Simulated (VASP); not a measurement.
# Nb (P6_3/mmc) in VASP: further runs, part 3 of 3

VASP 6.6.1. Earlier steps stand in the parts before.

### 5 Single point, LDA (18.37 Å³/atom)

This run uses another cell than the first one, of 18.37 Å³/atom.

The input, INCAR:

```
SYSTEM = Nb
ALGO = Normal
EDIFF = 1E-6
ENCUT = 520
GGA = CA
ISIF = 2
ISMEAR = -1
LASPH = .TRUE.
LCHARG = .FALSE.
LREAL = .FALSE.
LWAVE = .FALSE.
NBANDS = 20
NELM = 100
PREC = Accurate
SIGMA = 0.1
```

The input, KPOINTS:

```
k-points
0
G
  14 14 7
  0 0 0
```

The input, POSCAR:

```
Nb
1.0
    2.8485111871      0.0000000000      0.0000000000
   -1.4242555936      2.4668830510      0.0000000000
    0.0000000000      0.0000000000      5.2284306195
Nb
2
Direct
    0.3333333333      0.6666666667      0.2500000000
    0.6666666667      0.3333333333      0.7500000000
```

Potentials or basis: VASP PAW LDA potentials, release 64 (Nb_sv).

Command:

```sh
$ cat potpaw_LDA.64/Nb_sv/POTCAR > POTCAR
$ mpirun -np 1 vasp_std > vasp.out
```

OUTCAR:

```text
SYSTEM = Nb
   EDIFF = 1E-6
   ENCUT = 520
   GGA = CA
   ISIF = 2
   ISMEAR = -1
   LASPH = .TRUE.
   LREAL = .FALSE.
   NELM = 100
   PREC = Accurate

 ion  position               nearest neighbor table
   1  0.333  0.667  0.250-
   2  0.667  0.333  0.750-

  LATTYP: Found a hexagonal cell.
 ALAT       =     2.8485111871
 C/A-ratio  =     1.8354959051

  Lattice vectors:

 A1 = (   2.8485111871,   0.0000000000,   0.0000000000)
 A2 = (  -1.4242555936,   2.4668830510,   0.0000000000)
 A3 = (   0.0000000000,   0.0000000000,   5.2284306195)

Analysis of symmetry for initial positions (statically):
=====================================================================
 Subroutine PRICEL returns:
 Original cell was already a primitive cell.

 Routine SETGRP: Setting up the symmetry group for a
 hexagonal supercell.

 Subroutine GETGRP returns: Found 24 space group operations
 (whereof 12 operations were pure point group operations)
 out of a pool of 24 trial point group operations.

The static configuration has the point symmetry D_3d.
 The point group associated with its full space group is D_6h.

Analysis of symmetry for dynamics (positions and initial velocities):
=====================================================================
 Subroutine PRICEL returns:
 Original cell was already a primitive cell.

 Routine SETGRP: Setting up the symmetry group for a
 hexagonal supercell.

 Subroutine GETGRP returns: Found 24 space group operations
 (whereof 12 operations were pure point group operations)
 out of a pool of 24 trial point group operations.

The dynamic configuration has the point symmetry D_3d.
 The point group associated with its full space group is D_6h.

 Subroutine INISYM returns: Found 24 space group operations
 (whereof 12 operations are pure point group operations),
 and found     1 'primitive' translations

----------------------------------------------------------------------------------------
[... 109 lines left out ...]
   EFERMI_NEDOS =   21; number of points for ismear=-14 and -15
   IALGO  =     38    algorithm
   IMIX   =      4    mixing-type and parameters
     AMIX     =   0.40;   BMIX     =  1.00
     AMIX_MAG =   1.60;   BMIX_MAG =  1.00
  volume/ion in A,a.u.               =      18.37       123.97
  Fermi-wavevector in a.u.,A,eV,Ry     =   1.458881  2.756886 28.957757  2.128335
  Thomas-Fermi vector in A             =   2.575514
   LORBIT       =      0    0 simple, 1 ext, 2 COOP (PROOUT), +10 PAW based schemes
   GGA     = CA    functional components
   LHFCALC =     F    Hartree Fock is set to
   AEXX    =    0.0000 exact exchange contribution
   IVDW    =     0    specifies the selected vdW correction
   LEPSILON=     F    determine dielectric tensor
   LRPA    =     F    only Hartree local field effects (RPA)
 non-spin polarized calculation
  energy-cutoff  :      520.00
  volume of cell :       36.74
 maximum number of plane-waves:      1003
 NGX is ok and might be reduce to    24
   NGX = 11   NGY = 11   NGZ = 19

 number of electron      26.0000000 magnetization

 Free energy of the ion-electron system (eV)
  ---------------------------------------------------
  ext. energy  EPLUGINS =         0.00000000
  ---------------------------------------------------
  free energy    TOTEN  =       -21.88719891 eV

  energy without entropy =      -21.79660112  energy(sigma->0) =      -21.84190001

 E-fermi :  11.0688     XC(G=0): -12.5963

 val. band max:       11.0498172825   @ k =   0.0714   0.0714   0.0000
 cond. band min:      11.0711975826   @ k =   0.2857   0.2143   0.2857
 fundamental gap:      0.0213803001
 Fermi energy:        11.0688359891

 k-point     1 :       0.0000    0.0000    0.0000
  band No.  band energies     occupation
      1     -43.3538      2.00000
      2     -43.2210      2.00000
      3     -20.0214      2.00000
      4     -19.0461      2.00000
      5     -18.7982      2.00000
      6     -18.7982      2.00000
[... 541 lines left out ...]
     19      19.3691      0.00000
     20      19.6651      0.00000

 [... further k-points ...]

------------------------ aborting loop because EDIFF is reached ----------------------------------------

  FORCE on cell =-STRESS in cart. coord.  units (eV):
  Direction    XX          YY          ZZ          XY          YZ          ZX
  --------------------------------------------------------------------------------------
  -------------------------------------------------------------------------------------
  Total       -1.6673957     -1.6673957     -1.3780238      0.0000000      0.0000000      0.0000000
  in kB      -72.7128940    -72.7128940    -60.0937732      0.0000000      0.0000000      0.0000000
  external PRESSURE =     -68.5065204 kB  Pullay stress =       0.0000000 kB

 VOLUME and BASIS-vectors are now :
 -----------------------------------------------------------------------------
  energy-cutoff  :      520.00
  volume of cell :       36.74
      direct lattice vectors                 reciprocal lattice vectors
     2.848511187  0.000000000  0.000000000     0.351060584  0.202684923  0.000000000
    -1.424255594  2.466883051  0.000000000     0.000000000  0.405369845  0.000000000
     0.000000000  0.000000000  5.228430620     0.000000000  0.000000000  0.191261981

 POSITION                                       TOTAL-FORCE (eV/Angst)
 -----------------------------------------------------------------------------------
     -0.00000      1.64459      1.30711        -0.000000      0.000000      0.000000
      1.42426      0.82229      3.92132         0.000000     -0.000000      0.000000
 -----------------------------------------------------------------------------------
    total drift:                               -0.000000      0.000000     -0.000000

  FREE ENERGIE OF THE ION-ELECTRON SYSTEM (eV)
  ---------------------------------------------------
  free  energy   TOTEN  =       -21.8871989059 eV

  energy  without entropy=      -21.7966011229  energy(sigma->0) =      -21.84190001
```

OSZICAR:

```text
N       E                     dE             d eps       ncg     rms          rms(c)
DAV:   1     0.318272536807E+03    0.31827E+03   -0.14699E+04  3840   0.138E+03
DAV:   2     0.254373891492E+01   -0.31573E+03   -0.30863E+03  4616   0.584E+02
DAV:   3    -0.216484720399E+02   -0.24192E+02   -0.23432E+02  7420   0.124E+02
DAV:   4    -0.227241364116E+02   -0.10757E+01   -0.10687E+01  5424   0.222E+01
DAV:   5    -0.227881004756E+02   -0.63964E-01   -0.63895E-01  6976   0.519E+00    0.973E+00
DAV:   6    -0.219837993068E+02    0.80430E+00   -0.14782E+00  5340   0.120E+01    0.338E+00
DAV:   7    -0.218815191715E+02    0.10228E+00   -0.56455E-01  7020   0.675E+00    0.138E+00
DAV:   8    -0.218872309407E+02   -0.57118E-02   -0.35379E-02  5344   0.191E+00    0.130E-01
DAV:   9    -0.218871892108E+02    0.41730E-04   -0.33935E-03  6452   0.524E-01    0.546E-02
DAV:  10    -0.218871992917E+02   -0.10081E-04   -0.14980E-04  6220   0.142E-01    0.232E-02
DAV:  11    -0.218871995454E+02   -0.25372E-06   -0.12414E-05  4900   0.305E-02    0.386E-03
DAV:  12    -0.218871989059E+02    0.63946E-06   -0.23431E-06  3308   0.238E-02
   1 F= -.21887199E+02 E0= -.21841900E+02  d E =-.905978E-01
```

stdout:

```text
POSCAR found type information on POSCAR Nb
 POSCAR found :  1 types and       2 ions
 scaLAPACK will be used
 LDA part: xc-table for (Slater(with rela. corr.)+CA(PZ))
 , standard interpolation
 POSCAR, INCAR and KPOINTS ok, starting setup
 FFT: planning ... GRIDC
 FFT: planning ... GRID_SOFT
 FFT: planning ... GRID
 WAVECAR not read
 entering main loop
```

Wall time 90 s (1 thread of Intel Xeon 8259CL, shared host); peak memory 0.18 GiB.

Results:

| Item | Value |
| --- | --- |
| Free energy | -21.8872 eV |
| Pressure | -6.9 GPa |
| Band gap on the k mesh | zero (bands 13 and 14 overlap by 2.28 eV) |

Stress tensor (GPa, compression positive):
```
-7.27  0.00  0.00
 0.00 -7.27  0.00
 0.00  0.00 -6.01
```

Levels at points of the mesh, in eV from the Fermi level:
| k point | band 9 | band 10 | band 11 | band 12 | band 13 | band 14 | band 15 | band 16 | band 17 | band 18 |
| --- | --- | --- | --- | --- | --- | --- | --- | --- | --- | --- |
| (0.00, 0.00, 0.00) | -6.22 | -3.94 | -1.05 | 0.31 | 0.31 | 0.51 | 0.75 | 0.75 | 2.61 | 2.61 |
| (0.50, 0.00, 0.00) | -3.70 | -3.35 | -3.32 | -0.58 | 0.35 | 0.36 | 0.73 | 4.48 | 5.62 | 5.83 |

Caveat: the cell stands under tension.

### 6 Overview

```csv
cell,gap on the mesh (eV),pressure (GPa)
"a = 2.734, b = 2.734, c = 5.019 Å, angles 90.0, 90.0, 120.0°, 2 atoms",none,17.3
"a = 2.774, b = 2.774, c = 5.091 Å, angles 90.0, 90.0, 120.0°, 2 atoms",none,7.7
"a = 2.812, b = 2.812, c = 5.161 Å, angles 90.0, 90.0, 120.0°, 2 atoms",none,-0.3
"a = 2.849, b = 2.849, c = 5.228 Å, angles 90.0, 90.0, 120.0°, 2 atoms",none,-6.9
```

Alike in all rows: task single point; level LDA; potentials or basis VASP PAW LDA potentials, release 64 (Nb_sv); no spin polarisation; k mesh 14 × 14 × 7; cutoff (eV) 520; smearing fermi-dirac 0.1 eV.

Caveats: the cell stands under pressure (at least some runs); the cell stands under tension (at least some runs).

Absolute energies hang on the potentials; compare differences alone.

The gap in the log of VASP goes by the Fermi energy; the results here count the filled bands.